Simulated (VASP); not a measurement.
# TlCl (Pm-3m) in VASP: settings compared, part 2 of 2

VASP 6.6.1. The steps go on from the part before.

## 3. Single point, PBE+D3(BJ)

This run uses another cell than the first one, of 30.07 Å³/atom, 1.101 times its volume.

Contents of INCAR:

```
ALGO = Normal ; EDIFF = 1E-6
ENCUT = 500 ; GGA = PE
GGA_COMPAT = F ; ISIF = 2
ISMEAR = -1 ; IVDW = 12
LASPH = T ; LCHARG = F
LREAL = F ; LWAVE = F
NBANDS = 17 ; NELM = 120
PREC = Accurate ; SIGMA = 0.02
```

Contents of KPOINTS:

```
k-points
0
Gamma
  6 6 6
```

Contents of POSCAR:

```
TlCl
1.0
    3.9177631737      0.0000000000      0.0000000000
    0.0000000000      3.9177631737      0.0000000000
    0.0000000000      0.0000000000      3.9177631737
Tl Cl
1 1
Direct
    0.0000000000      0.0000000000      0.0000000000
    0.5000000000      0.5000000000      0.5000000000
```

Potentials or basis: VASP PAW PBE potentials, release 64 (Tl_d, Cl).

On the command line:

```console
$ cat potpaw_PBE.64/Tl_d/POTCAR potpaw_PBE.64/Cl/POTCAR > POTCAR
$ mpirun -np 1 vasp_std > vasp.out
```

It took 8.8 s on 1 thread of Intel Xeon 6975P-C (Granite Rapids), shared host; peak memory 0.18 GiB.

The run converged. Its results:

```yaml
Free_energy: -6.5498 eV
Pressure: -0.1 GPa
Band_gap_on_the_k_mesh: 2.23 eV, direct
Dispersion_energy_per_atom: -0.268 eV
```

Levels at points of the mesh, in eV from the valence-band top:
| k point | band 6 | band 7 | band 8 | band 9 | band 10 | band 11 | band 12 | band 13 | band 14 | band 15 |
| --- | --- | --- | --- | --- | --- | --- | --- | --- | --- | --- |
| (0.00, 0.00, 0.00) | -9.61 | -4.41 | -1.24 | -1.24 | -1.24 | 7.58 | 7.58 | 7.58 | 7.99 | 7.99 |
| (0.50, 0.00, 0.00) | -9.61 | -5.07 | -0.86 | -0.86 | 0.00 | 2.23 | 6.55 | 6.55 | 9.02 | 11.39 |
| (0.50, 0.50, 0.00) | -9.56 | -3.28 | -2.55 | -2.55 | -0.81 | 4.83 | 4.83 | 8.20 | 8.46 | 11.34 |
| (0.50, 0.50, 0.50) | -9.56 | -2.23 | -1.70 | -1.70 | -1.70 | 2.77 | 2.77 | 2.77 | 12.51 | 12.51 |

Caveat: spin-orbit coupling is left out, which moves the levels of the heavy elements. A k mesh can miss the band edges.

## 4. Single point, PBE+D4

This run uses another cell than the first one, of 30.82 Å³/atom, 1.129 times its volume.

Contents of INCAR:

```
SYSTEM = TlCl
PREC = Accurate
ENCUT = 500
EDIFF = 1E-6
ISMEAR = -1
SIGMA = 0.02
LREAL = .False.
LASPH = .True.
NELM = 120
ALGO = Normal
ISIF = 2
LWAVE = .False.
LCHARG = .False.
GGA = PE
IVDW = 13
NBANDS = 17
GGA_COMPAT = .False.
```

Contents of KPOINTS:

```
regular mesh
0
Gamma
  6 6 6
  0 0 0
```

Contents of POSCAR:

```
TlCl
1.0
    3.9502340426      0.0000000000      0.0000000000
    0.0000000000      3.9502340426      0.0000000000
    0.0000000000      0.0000000000      3.9502340426
Tl Cl
1 1
Direct
    0.0000000000      0.0000000000      0.0000000000
    0.5000000000      0.5000000000      0.5000000000
```

Potentials or basis: VASP PAW PBE potentials, release 64 (Tl_d, Cl).

On the command line:

```console
$ cat potpaw_PBE.64/Tl_d/POTCAR potpaw_PBE.64/Cl/POTCAR > POTCAR
$ mpirun -np 1 vasp_std > vasp.out
```

OUTCAR:

```text
SYSTEM = TlCl
   PREC = Accurate
   ENCUT = 500
   EDIFF = 1E-6
   ISMEAR = -1
   LREAL = .False.
   LASPH = .True.
   NELM = 120
   ISIF = 2
   GGA = PE
   IVDW = 13

 ion  position               nearest neighbor table
   1  0.000  0.000  0.000-
   2  0.500  0.500  0.500-

  LATTYP: Found a simple cubic cell.
 ALAT       =     3.9502340426

  Lattice vectors:

 A1 = (   3.9502340426,   0.0000000000,   0.0000000000)
 A2 = (   0.0000000000,   3.9502340426,   0.0000000000)
 A3 = (   0.0000000000,   0.0000000000,   3.9502340426)

Analysis of symmetry for initial positions (statically):
=====================================================================
 Subroutine PRICEL returns:
 Original cell was already a primitive cell.

 Routine SETGRP: Setting up the symmetry group for a
 simple cubic supercell.

 Subroutine GETGRP returns: Found 48 space group operations
 (whereof 48 operations were pure point group operations)
 out of a pool of 48 trial point group operations.

The static configuration has the point symmetry O_h .

Analysis of symmetry for dynamics (positions and initial velocities):
[... 154 lines left out ...]
 E-fermi :   2.1690     XC(G=0):  -8.7074

 val. band max:        1.7668270354   @ k =   0.5000   0.0000   0.0000
 cond. band min:       4.0532998733   @ k =   0.5000   0.0000   0.0000
 fundamental gap:      2.2864728379
 Fermi energy:         2.1690010363

 k-point     1 :       0.0000    0.0000    0.0000
  band No.  band energies     occupation
      1     -11.4944      2.00000
      2      -8.0192      2.00000
      3      -8.0192      2.00000
      4      -7.8295      2.00000
      5      -7.8295      2.00000
      6      -7.8295      2.00000
[... 377 lines left out ...]
      4      -7.9575      2.00000
      5      -7.7805      2.00000
      6      -7.7805      2.00000
[... 9 lines left out ...]
     16      14.1467      0.00000
     17      18.1283      0.00000

------------------------ aborting loop because EDIFF is reached ----------------------------------------

  DFT-D4 for vdW energy calculation

  Edisp (eV):   -0.78949

  FORCE on cell =-STRESS in cart. coord.  units (eV):
  Direction    XX          YY          ZZ          XY          YZ          ZX
  --------------------------------------------------------------------------------------
  -------------------------------------------------------------------------------------
  Total      -0.02441    -0.02441    -0.02441     0.00000     0.00000     0.00000
  in kB      -0.63442    -0.63442    -0.63442     0.00000     0.00000     0.00000
  external pressure =       -0.63 kB  Pullay stress =        0.00 kB

 VOLUME and BASIS-vectors are now :
 -----------------------------------------------------------------------------
  energy-cutoff  :      500.00
  volume of cell :       61.64
      direct lattice vectors                 reciprocal lattice vectors
     3.950234043  0.000000000  0.000000000     0.253149558  0.000000000  0.000000000
     0.000000000  3.950234043  0.000000000     0.000000000  0.253149558  0.000000000
     0.000000000  0.000000000  3.950234043     0.000000000  0.000000000  0.253149558

 POSITION                                       TOTAL-FORCE (eV/Angst)
 -----------------------------------------------------------------------------------
      0.00000      0.00000      0.00000         0.000000      0.000000      0.000000
      1.97512      1.97512      1.97512         0.000000      0.000000      0.000000
 -----------------------------------------------------------------------------------
    total drift:                                0.000000      0.000000     -0.000000

  FREE ENERGIE OF THE ION-ELECTRON SYSTEM (eV)
  ---------------------------------------------------
  free  energy   TOTEN  =        -6.7991386138 eV

  energy  without entropy=       -6.7991386138  energy(sigma->0) =       -6.79913861
```

stdout:

```text
POSCAR found type information on POSCAR TlCl
 POSCAR found :  2 types and       2 ions
 scaLAPACK will be used
 LDA part: xc-table for (Slater+PW92), standard interpolation
 POSCAR, INCAR and KPOINTS ok, starting setup
 FFT: planning ... GRIDC
 FFT: planning ... GRID_SOFT
 FFT: planning ... GRID
 WAVECAR not read
 entering main loop
```

Wall time 9.1 s (1 thread of Intel Xeon 6975P-C (Granite Rapids), shared host); peak memory 0.18 GiB.

What came out:

```yaml
Free_energy: -6.7991 eV
Pressure: -0.1 GPa
Band_gap_on_the_k_mesh: 2.29 eV, direct
Dispersion_energy_per_atom: -0.395 eV
```

Caveat: spin-orbit coupling is left out, which moves the levels of the heavy elements.

## 5. Single point, r2SCAN+rVV10

Contents of POSCAR:

```
TlCl
1.0
    3.7936347034      0.0000000000      0.0000000000
    0.0000000000      3.7936347034      0.0000000000
    0.0000000000      0.0000000000      3.7936347034
Tl Cl
1 1
Direct
    0.0000000000      0.0000000000      0.0000000000
    0.5000000000      0.5000000000      0.5000000000
```

Contents of INCAR.step1:

```
PREC = Accurate
ENCUT = 550
ISMEAR = -1
SIGMA = 0.02
LREAL = F
LASPH = T
NELM = 120
NBANDS = 17
GGA = PE
ALGO = Normal
EDIFF = 1E-5
LWAVE = T
LCHARG = F
GGA_COMPAT = F
```

Contents of INCAR.step2:

```
PREC = Accurate
ENCUT = 550
EDIFF = 1E-6
ISMEAR = -1
SIGMA = 0.02
LREAL = F
LASPH = T
NELM = 120
ALGO = Normal
ISIF = 2
LWAVE = F
LCHARG = F
METAGGA = R2SCAN
LMIXTAU = T
LUSE_VDW = T
IVDW_NL = 2
BPARAM = 11.95
CPARAM = 0.0093
NBANDS = 17
ISTART = 1
GGA_COMPAT = F
```

Contents of KPOINTS:

```
regular mesh
0
Gamma
  6 6 6
```

On the command line:

```console
$ cat potpaw_PBE.64/Tl_d/POTCAR potpaw_PBE.64/Cl/POTCAR > POTCAR
$ cp INCAR.step1 INCAR
$ mpirun -np 1 vasp_std > vasp.out
$ cp INCAR.step2 INCAR
$ mpirun -np 1 vasp_std > vasp.out
```

Run time: 58 s. Hardware: 1 thread of Intel Xeon 6975P-C (Granite Rapids), shared host; peak memory 0.29 GiB.

The run converged. Its results:

```
Free energy            : -60.9731 eV
Pressure               : 0.1 GPa
Band gap on the k mesh : 2.37 eV, direct
```

Levels at points of the mesh, in eV from the valence-band top:
```tsv
k point	band 8	band 9	band 10	band 11	band 12	band 13
(0.00, 0.00, 0.00)	-1.78	-1.78	-1.78	8.21	8.21	8.45
(0.50, 0.00, 0.00)	-1.32	-1.32	0.00	2.37	7.02	7.02
(0.50, 0.50, 0.00)	-3.33	-3.33	-1.28	5.29	5.29	8.98
(0.50, 0.50, 0.50)	-2.31	-2.31	-2.09	2.74	2.74	2.74
```

Caveat: the PAW data sets were made with another functional, which shifts forces and pressure a little; spin-orbit coupling is left out, which moves the levels of the heavy elements.

## 6. Summary

```tsv
level	potentials or basis	cell	cutoff (eV)	smearing	gap on the mesh (eV)	pressure (GPa)
LDA	VASP PAW LDA potentials, release 64 (Tl_d, Cl)	a = 3.794 Å, 2 atoms	500	gaussian 0.01 eV	1.76	-2.4
PBE+D3(BJ)	VASP PAW PBE potentials, release 64 (Tl_d, Cl)	a = 3.918 Å, 2 atoms	500	fermi-dirac 0.02 eV	2.23	-0.1
PBE+D4	VASP PAW PBE potentials, release 64 (Tl_d, Cl)	a = 3.950 Å, 2 atoms	500	fermi-dirac 0.02 eV	2.29	-0.1
r2SCAN+rVV10	VASP PAW PBE potentials, release 64 (Tl_d, Cl)	a = 3.794 Å, 2 atoms	550	fermi-dirac 0.02 eV	2.37	0.1
```

Alike in all rows: task single point; no spin polarisation; k mesh 6 × 6 × 6.

Caveats: spin-orbit coupling is left out, which moves the levels of the heavy elements; the PAW data sets were made with another functional, which shifts forces and pressure a little (some runs).

Total energies depend on the potentials used, so only differences within one code and one set of settings carry meaning.
